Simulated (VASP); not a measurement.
## CaO: single point with PBE

The system is CaO.

```
CELL_PARAMETERS angstrom
0.00000 2.75375 2.75375
2.75375 0.00000 2.75375
2.75375 2.75375 0.00000
ATOMIC_POSITIONS crystal
Ca 0.00000 0.00000 0.00000
O 0.25000 0.25000 0.25000
```

This cell differs from its parent crystal: strain +5.6%.

```json
{
  "Program": "VASP 6.6.1",
  "Task": "single point",
  "Functional": "PBE",
  "Potentials or basis": "VASP PAW PBE potentials, release 64 (Ca_sv, O)",
  "Cutoff": "520 eV",
  "k mesh": "8 × 8 × 8",
  "Occupations": "fermi-dirac, width 0.02 eV",
  "Spin": "no spin polarisation",
  "Dipole correction": "no",
  "Further INCAR settings": "ALGO = Normal; EDIFF = 1e-06; NBANDS = 15"
}
```

| Property | Result |
| --- | --- |
| Pressure | -8.0 GPa |
| Band gap on the k mesh | 2.77 eV, indirect (least direct gap 3.15 eV) |

Levels at points of the mesh, in eV from the valence-band top:
| k point | band 6 | band 7 | band 8 | band 9 | band 10 | band 11 |
| --- | --- | --- | --- | --- | --- | --- |
| (0.00, 0.00, 0.00) | -0.38 | -0.38 | -0.38 | 2.77 | 7.26 | 7.26 |
| (0.50, 0.00, 0.00) | -0.89 | -0.21 | -0.21 | 5.59 | 7.15 | 7.15 |
| (0.50, 0.50, 0.00) | -1.12 | 0.00 | 0.00 | 4.60 | 6.09 | 8.09 |

It took 19 s on 1 thread of Intel(R) Xeon(R) Platinum 8259CL CPU @ 2.50GHz (Skylake/Cascade Lake), on a shared host, peak memory 0.17 GiB.

Caveat: the cell differs from its parent crystal (strain +5.6%). A k mesh can miss the band edges.
